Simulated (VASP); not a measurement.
# As (R-3m) in VASP: a series of runs

Aim: see how the results for As move with the level of theory and the settings. Levels: LDA, PBE+D3(BJ), PBE. Tasks: single point.

Everything below comes from runs of VASP 6.6.1. Logs are shortened: lines on timing, memory, paths and dates and some standing lists are left out, and cuts for length are marked.

**1. The cell of the first run**

The structure is trigonal, space group R-3m (No. 166). Conventional cell: a = 3.736 Å, b = 3.736 Å, c = 10.471 Å, α = 90.00°, β = 90.00°, γ = 120.00°. As (site symmetry 3m) has 6 As at 2.49 to 3.12 Å within 3.3 Å.

**2. Single point, LDA**

The input, INCAR:

```
ALGO = Normal ; EDIFF = 1E-6
ENCUT = 600 ; GGA = CA
GGA_COMPAT = False ; ISIF = 2
ISMEAR = -1 ; LASPH = True
LCHARG = True ; LELF = True
LREAL = False ; LVHAR = True
LWAVE = False ; NBANDS = 22
NELM = 120 ; PREC = Accurate
SIGMA = 0.05
```

The input, KPOINTS:

```
k-points
0
Gamma
  9 9 9
```

The input, POSCAR:

```
As
1.0
    1.8681737204      1.0785906003      3.4904769752
   -1.8681737204      1.0785906003      3.4904769752
    0.0000000000     -2.1571812007      3.4904769752
As
2
Direct
    0.2260000000      0.2260000000      0.2260000000
    0.7740000000      0.7740000000      0.7740000000
```

Potentials or basis: VASP PAW LDA potentials, release 64 (As_d).

The run is started by

```console
cat potpaw_LDA.64/As_d/POTCAR > POTCAR
mpirun -np 1 vasp_std > vasp.out
```

OUTCAR:

```text
EDIFF = 1E-6
   ENCUT = 600
   GGA = CA
   ISIF = 2
   ISMEAR = -1
   LASPH = True
   LREAL = False
   NELM = 120
   PREC = Accurate

 ion  position               nearest neighbor table
   1  0.226  0.226  0.226-   2 2.49   2 2.49   2 2.49
   2  0.774  0.774  0.774-   1 2.49   1 2.49   1 2.49

  LATTYP: Found a trigonal (rhomboedric) cell.
 ALAT       =     4.1032743324
 COS(alpha) =     0.5854247172

  Lattice vectors:

 A1 = (   1.8681737204,   1.0785906003,   3.4904769752)
 A2 = (  -1.8681737204,   1.0785906003,   3.4904769752)
 A3 = (   0.0000000000,  -2.1571812007,   3.4904769752)

Analysis of symmetry for initial positions (statically):
=====================================================================
 Subroutine PRICEL returns:
 Original cell was already a primitive cell.

 Routine SETGRP: Setting up the symmetry group for a
 trigonal (rhombohedral) supercell.

 Subroutine GETGRP returns: Found 12 space group operations
 (whereof 12 operations were pure point group operations)
 out of a pool of 12 trial point group operations.

The static configuration has the point symmetry D_3d.

Analysis of symmetry for dynamics (positions and initial velocities):
=====================================================================
 Subroutine PRICEL returns:
 Original cell was already a primitive cell.

 Routine SETGRP: Setting up the symmetry group for a
 trigonal (rhombohedral) supercell.

 Subroutine GETGRP returns: Found 12 space group operations
 (whereof 12 operations were pure point group operations)
 out of a pool of 12 trial point group operations.

The dynamic configuration has the point symmetry D_3d.

 Subroutine INISYM returns: Found 12 space group operations
 (whereof 12 operations are pure point group operations),
 and found     1 'primitive' translations

----------------------------------------------------------------------------------------

                                     Primitive cell

  volume of cell :      42.1998

  direct lattice vectors                    reciprocal lattice vectors
     1.868173720  1.078590600  3.490476975     0.267641063  0.154522640  0.095497932
    -1.868173720  1.078590600  3.490476975    -0.267641063  0.154522640  0.095497932
     0.000000000 -2.157181201  3.490476975     0.000000000 -0.309045279  0.095497932

  length of vectors
     4.103274332  4.103274332  4.103274332     0.323463815  0.323463815  0.323463815

  position of ions in fractional coordinates (direct lattice)
     0.226000000  0.226000000  0.226000000
     0.774000000  0.774000000  0.774000000

  ion indices of the primitive-cell ions
   primitive index   ion index
                 1           1
                 2           2

----------------------------------------------------------------------------------------

 KPOINTS: k-points

Automatic generation of k-mesh.
 Grid dimensions read from file:
 generate k-points for:    9    9    9

 Generating k-lattice:

  Cartesian coordinates                     Fractional coordinates (reciprocal lattice)
     0.029737896  0.017169182  0.010610881     0.111111111  0.000000000  0.000000000
    -0.029737896  0.017169182  0.010610881     0.000000000  0.111111111  0.000000000
     0.000000000 -0.034338364  0.010610881     0.000000000  0.000000000  0.111111111

  Length of vectors
     0.035940424  0.035940424  0.035940424

  Shift w.r.t. Gamma in fractional coordinates (k-lattice)
     0.000000000  0.000000000  0.000000000

 Subroutine IBZKPT returns following result:
 ===========================================

 Found     85 irreducible k-points:

 Following reciprocal coordinates:
            Coordinates               Weight
  0.000000  0.000000  0.000000      1.000000
  0.111111  0.000000  0.000000      6.000000
  0.222222  0.000000  0.000000      6.000000
  0.333333 -0.000000 -0.000000      6.000000
  0.444444  0.000000  0.000000      6.000000
  0.111111  0.111111  0.000000      6.000000
[... 16 lines left out ...]
 -0.333333  0.333333  0.000000      6.000000
  0.444444  0.444444  0.000000      6.000000
 [... further k-points ...]
   k-points           NKPTS =     85   k-points in BZ     NKDIM =     85   number of bands    NBANDS=     22
   number of dos      NEDOS =    301   number of ions     NIONS =      2
   total plane-waves  NPLWV =  46656
   dimension x,y,z NGX =    36 NGY =   36 NGZ =   36
   dimension x,y,z NGXF=    72 NGYF=   72 NGZF=   72
   ions per type =               2
   NGX,Y,Z   is equivalent  to a cutoff of  14.59, 14.59, 14.59 a.u.
   NGXF,Y,Z  is equivalent  to a cutoff of  29.17, 29.17, 29.17 a.u.
 SYSTEM =  unknown system
   PREC   = accura    normal or accurate (medium, high low for compatibility)
   ISTART =      0    job   : 0-new  1-cont  2-samecut
   ICHARG =      2    charge: 1-file 2-atom 10-const
   ISPIN  =      1    spin polarized calculation?
   LNONCOLLINEAR =      F non collinear calculations
   LSORBIT =      F    spin-orbit coupling
   LASPH  =      T    aspherical Exc in radial PAW
   ENCUT  =  600.0 eV  44.10 Ry    6.64 a.u.   8.20  8.20  8.20*2*pi/ulx,y,z
   NELM   =    120;   NELMIN=  2; NELMDL= -5     # of ELM steps
   EDIFF  = 0.1E-05   stopping-criterion for ELM
   LREAL  =      F    real-space projection
   EDIFFG = 0.1E-04   stopping-criterion for IOM
   NSW    =      0    number of steps for IOM
   IBRION =     -1    ionic relax: 0-MD 1-quasi-New 2-CG
   NFREE  =      0    steps in history (QN), initial steepest desc. (CG)
   ISIF   =      2    stress and relaxation
   ISYM   =      2    0-nonsym 1-usesym 2-fastsym
   POTIM  = 0.5000    time-step for ionic-motion
   TEBEG  =    0.0;   TEEND  =   0.0 temperature during run
   PSTRESS=    0.0 pullay stress
   NELECT =      30.0000    total number of electrons
   NUPDOWN=      -1.0000    fix difference up-down
   EMIN   =  10.00;   EMAX   =-10.00  energy-range for DOS
   EFERMI =   0.00;   METHOD = LEGACY
   ISMEAR =    -1;   SIGMA  =   0.05  broadening in eV -4-tet -1-fermi 0-gaus
   EFERMI_NEDOS =   21; number of points for ismear=-14 and -15
   IALGO  =     38    algorithm
   IMIX   =      4    mixing-type and parameters
     AMIX     =   0.40;   BMIX     =  1.00
     AMIX_MAG =   1.60;   BMIX_MAG =  1.00
  volume/ion in A,a.u.               =      21.10       142.39
  Fermi-wavevector in a.u.,A,eV,Ry     =   1.461096  2.761070 29.045719  2.134800
  Thomas-Fermi vector in A             =   2.577468
   LORBIT       =      0    0 simple, 1 ext, 2 COOP (PROOUT), +10 PAW based schemes
   GGA     = CA    functional components
   LHFCALC =     F    Hartree Fock is set to
   AEXX    =    0.0000 exact exchange contribution
   IVDW    =     0    specifies the selected vdW correction
   LEPSILON=     F    determine dielectric tensor
   LRPA    =     F    only Hartree local field effects (RPA)
 non-spin polarized calculation
  energy-cutoff  :      600.00
  volume of cell :       42.20
 maximum number of plane-waves:      1433
 NGX is ok and might be reduce to    36
   NGX = 17   NGY = 17   NGZ = 17

 number of electron      29.9999999 magnetization

 Free energy of the ion-electron system (eV)
  ---------------------------------------------------
  ext. energy  EPLUGINS =         0.00000000
  ---------------------------------------------------
  free energy    TOTEN  =       -10.76650020 eV

  energy without entropy =      -10.76495955  energy(sigma->0) =      -10.76572987

 E-fermi :   3.9277     XC(G=0): -11.0854

 val. band max:        3.8894430971   @ k =   0.3333   0.2222   0.2222
 cond. band min:       3.9356719089   @ k =   0.4444   0.3333   0.3333
 fundamental gap:      0.0462288119
 Fermi energy:         3.9276975669

 k-point     1 :       0.0000    0.0000    0.0000
  band No.  band energies     occupation
      1     -32.4946      2.00000
      2     -32.4946      2.00000
      3     -32.4444      2.00000
      4     -32.4444      2.00000
      5     -32.4105      2.00000
      6     -32.3690      2.00000
[... 14 lines left out ...]
     21      11.3636      0.00000
     22      12.7533      0.00000

 k-point     2 :       0.1111    0.0000    0.0000
  band No.  band energies     occupation
      1     -32.4933      2.00000
      2     -32.4908      2.00000
      3     -32.4430      2.00000
      4     -32.4415      2.00000
      5     -32.4095      2.00000
      6     -32.3709      2.00000
[... 14 lines left out ...]
     21      10.7220      0.00000
     22      13.7492      0.00000

 k-point     3 :       0.2222    0.0000    0.0000
  band No.  band energies     occupation
      1     -32.4896      2.00000
      2     -32.4799      2.00000
      3     -32.4394      2.00000
      4     -32.4335      2.00000
      5     -32.4064      2.00000
      6     -32.3765      2.00000
[... 14 lines left out ...]
     21      11.3802      0.00000
     22      15.7453      0.00000

 k-point     4 :       0.3333   -0.0000   -0.0000
  band No.  band energies     occupation
      1     -32.4850      2.00000
      2     -32.4643      2.00000
      3     -32.4347      2.00000
      4     -32.4221      2.00000
      5     -32.4019      2.00000
      6     -32.3849      2.00000
[... 14 lines left out ...]
     21      13.0034      0.00000
     22      16.2968      0.00000

 k-point     5 :       0.4444    0.0000    0.0000
  band No.  band energies     occupation
      1     -32.4816      2.00000
      2     -32.4508      2.00000
      3     -32.4286      2.00000
      4     -32.4101      2.00000
      5     -32.4029      2.00000
      6     -32.3949      2.00000
[... 14 lines left out ...]
     21      14.5519      0.00000
     22      15.2304      0.00000

 k-point     6 :       0.1111    0.1111    0.0000
  band No.  band energies     occupation
      1     -32.4944      2.00000
      2     -32.4888      2.00000
      3     -32.4433      2.00000
      4     -32.4411      2.00000
      5     -32.4093      2.00000
      6     -32.3715      2.00000
[... 14 lines left out ...]
     21      11.2863      0.00000
     22      13.2951      0.00000

 k-point     7 :       0.2222    0.1111   -0.0000
  band No.  band energies     occupation
      1     -32.4922      2.00000
      2     -32.4808      2.00000
      3     -32.4404      2.00000
      4     -32.4360      2.00000
      5     -32.4071      2.00000
      6     -32.3759      2.00000
[... 324 lines left out ...]
      6     -32.3873      2.00000
[... 14 lines left out ...]
     21      13.9672      0.00000
     22      15.5685      0.00000

 k-point    21 :       0.4444    0.3333    0.0000
  band No.  band energies     occupation
      1     -32.4916      2.00000
      2     -32.4516      2.00000
      3     -32.4320      2.00000
      4     -32.4162      2.00000
      5     -32.3972      2.00000
      6     -32.3944      2.00000
[... 14 lines left out ...]
     21      15.3450      0.00000
     22      15.9646      0.00000

 k-point    22 :      -0.4444    0.3333   -0.0000
  band No.  band energies     occupation
      1     -32.4899      2.00000
      2     -32.4392      2.00000
      3     -32.4256      2.00000
      4     -32.4155      2.00000
      5     -32.4043      2.00000
      6     -32.4000      2.00000
[... 14 lines left out ...]
     21      15.1731      0.00000
     22      17.1410      0.00000

 k-point    23 :      -0.3333    0.3333    0.0000
  band No.  band energies     occupation
      1     -32.4886      2.00000
      2     -32.4242      2.00000
      3     -32.4180      2.00000
      4     -32.4179      2.00000
      5     -32.4151      2.00000
      6     -32.4105      2.00000
[... 14 lines left out ...]
     21      14.1884      0.00000
     22      16.7974      0.00000

 k-point    24 :       0.4444    0.4444    0.0000
  band No.  band energies     occupation
      1     -32.4922      2.00000
      2     -32.4525      2.00000
      3     -32.4302      2.00000
      4     -32.4090      2.00000
      5     -32.3974      2.00000
      6     -32.3964      2.00000
[... 14 lines left out ...]
     21      15.5197      0.00000
     22      16.8930      0.00000

 [... further k-points ...]
[... 5 lines left out ...]
  --------------------------------------------------------------------------------------
  -------------------------------------------------------------------------------------
  Total        0.2007316      0.2007316     -0.1055146      0.0000000      0.0000000      0.0000000
  in kB        7.6210779      7.6210779     -4.0060205      0.0000000      0.0000000      0.0000000
  external PRESSURE =       3.7453784 kB  Pullay stress =       0.0000000 kB

 VOLUME and BASIS-vectors are now :
 -----------------------------------------------------------------------------
  energy-cutoff  :      600.00
  volume of cell :       42.20
      direct lattice vectors                 reciprocal lattice vectors
     1.868173720  1.078590600  3.490476975     0.267641063  0.154522640  0.095497932
    -1.868173720  1.078590600  3.490476975    -0.267641063  0.154522640  0.095497932
     0.000000000 -2.157181201  3.490476975     0.000000000 -0.309045279  0.095497932

 POSITION                                       TOTAL-FORCE (eV/Angst)
 -----------------------------------------------------------------------------------
      0.00000     -0.00000      2.36654         0.000000     -0.000000      0.434771
      0.00000     -0.00000      8.10489         0.000000      0.000000     -0.434771
 -----------------------------------------------------------------------------------
    total drift:                               -0.000000      0.000000     -0.000000

  FREE ENERGIE OF THE ION-ELECTRON SYSTEM (eV)
  ---------------------------------------------------
  free  energy   TOTEN  =       -10.7665001964 eV

  energy  without entropy=      -10.7649595476  energy(sigma->0) =      -10.76572987
```

Wall time 2.3 min (1 thread of AMD EPYC 7R43 (Zen 3), shared host); peak memory 0.19 GiB.

Results:

```
Free energy            : -10.7665 eV
Pressure               : 0.4 GPa
Largest force          : 0.435 eV/Å
Band gap on the k mesh : zero (band 15 reaches 3.94 eV, above the bottom of band 16 at 3.83 eV)
```

Forces in eV/Å, atoms in the order of the input:
```
As   0.000  0.000  0.435
As   0.000  0.000 -0.435
```

**3. Single point, PBE+D3(BJ)**

This run uses another cell than the first one, of 20.90 Å³/atom, 0.991 times its volume.

The input, INCAR:

```
PREC = Accurate
ENCUT = 600
EDIFF = 1E-6
ISMEAR = -1
SIGMA = 0.05
LREAL = F
LASPH = T
NELM = 120
ALGO = Normal
ISIF = 2
LWAVE = F
LCHARG = F
GGA = PE
IVDW = 12
NBANDS = 22
GGA_COMPAT = F
```

The input, KPOINTS:

```
regular mesh
0
Gamma
  9 9 9
```

The input, POSCAR:

```
As
1.0
    1.8926420653      1.0927174059      3.3685585402
   -1.8926420653      1.0927174059      3.3685585402
    0.0000000000     -2.1854348118      3.3685585402
As
2
Direct
    0.2301515075      0.2301515075      0.2301515075
    0.7698484925      0.7698484925      0.7698484925
```

Potentials or basis: VASP PAW PBE potentials, release 64 (As_d).

The run is started by

```console
cat potpaw_PBE.64/As_d/POTCAR > POTCAR
mpirun -np 1 vasp_std > vasp.out
```

OUTCAR:

```text
PREC = Accurate
   ENCUT = 600
   EDIFF = 1E-6
   ISMEAR = -1
   LREAL = F
   LASPH = T
   NELM = 120
   ISIF = 2
   GGA = PE
   IVDW = 12
 IVDW          = 12

 ion  position               nearest neighbor table
   1  0.230  0.230  0.230-   2 2.53   2 2.53   2 2.53
   2  0.770  0.770  0.770-   1 2.53   1 2.53   1 2.53

  LATTYP: Found a trigonal (rhomboedric) cell.
 ALAT       =     4.0153844094
 COS(alpha) =     0.5556627575

  Lattice vectors:

[... 783 lines left out ...]

 [... further k-points ...]

------------------------ aborting loop because EDIFF is reached ----------------------------------------

 Edisp (eV)   -0.86593

 E8    (eV) :    -0.3669

  FORCE on cell =-STRESS in cart. coord.  units (eV):
  Direction    XX          YY          ZZ          XY          YZ          ZX
  --------------------------------------------------------------------------------------
  -------------------------------------------------------------------------------------
  Total       0.02383     0.02383     0.01997     0.00000    -0.00000     0.00000
  in kB       0.91331     0.91331     0.76554     0.00000    -0.00000     0.00000
  external pressure =        0.86 kB  Pullay stress =        0.00 kB

 VOLUME and BASIS-vectors are now :
 -----------------------------------------------------------------------------
  energy-cutoff  :      600.00
  volume of cell :       41.80
      direct lattice vectors                 reciprocal lattice vectors
     1.892642065  1.092717406  3.368558540     0.264180961  0.152524949  0.098954294
    -1.892642065  1.092717406  3.368558540    -0.264180961  0.152524949  0.098954294
     0.000000000 -2.185434812  3.368558540     0.000000000 -0.305049898  0.098954294

 POSITION                                       TOTAL-FORCE (eV/Angst)
 -----------------------------------------------------------------------------------
      0.00000      0.00000      2.32584         0.000000      0.000000      0.014214
      0.00000      0.00000      7.77984         0.000000      0.000000     -0.014214
 -----------------------------------------------------------------------------------
    total drift:                                0.000000     -0.000000      0.000000

  FREE ENERGIE OF THE ION-ELECTRON SYSTEM (eV)
  ---------------------------------------------------
  free  energy   TOTEN  =       -10.2010130074 eV

  energy  without entropy=      -10.1997124222  energy(sigma->0) =      -10.20036271
```

OSZICAR:

```text
N       E                     dE             d eps       ncg     rms          rms(c)
DAV:   1     0.208523501223E+03    0.20852E+03   -0.14157E+04  4870   0.708E+03
DAV:   2     0.206059307378E+02   -0.18792E+03   -0.17834E+03  3830   0.934E+02
DAV:   3    -0.787665231198E+01   -0.28483E+02   -0.27988E+02  4058   0.153E+02
DAV:   4    -0.932340311723E+01   -0.14468E+01   -0.14434E+01  4418   0.393E+01
DAV:   5    -0.935063644066E+01   -0.27233E-01   -0.27233E-01  4150   0.663E+00    0.388E+00
DAV:   6    -0.934028522144E+01    0.10351E-01   -0.85094E-03  4846   0.113E+00    0.229E+00
DAV:   7    -0.933482249123E+01    0.54627E-02   -0.96600E-03  5232   0.104E+00    0.107E-01
DAV:   8    -0.933504859952E+01   -0.22611E-03   -0.70055E-04  4418   0.300E-01    0.266E-02
DAV:   9    -0.933508249782E+01   -0.33898E-04   -0.34039E-05  4286   0.452E-02    0.590E-03
DAV:  10    -0.933508434328E+01   -0.18455E-05   -0.27279E-06  3818   0.151E-02    0.225E-03
DAV:  11    -0.933508459106E+01   -0.24778E-06   -0.51857E-07  2920   0.548E-03
   1 F= -.10201013E+02 E0= -.10200363E+02  d E =-.130059E-02
```

It took 44 s on 1 thread of AMD EPYC 9R14 (Zen 4), shared host; peak memory 0.2 GiB.

Results:

```
Free energy                : -10.2010 eV
Pressure                   : 0.1 GPa
Largest force              : 0.014 eV/Å
Band gap on the k mesh     : 0.09 eV, indirect (least direct gap 0.60 eV)
Dispersion energy per atom : -0.433 eV
```

Forces in eV/Å, atoms in the order of the input:
```
As   0.000  0.000  0.014
As   0.000  0.000 -0.014
```

Levels at points of the mesh, in eV from the valence-band top:
```csv
k point,band 11,band 12,band 13,band 14,band 15,band 16,band 17,band 18,band 19,band 20
"(0.00, 0.00, 0.00)",-15.06,-5.52,-2.31,-2.02,-2.02,2.17,3.19,3.19,6.61,6.61
```

[end of part 1 of 2]
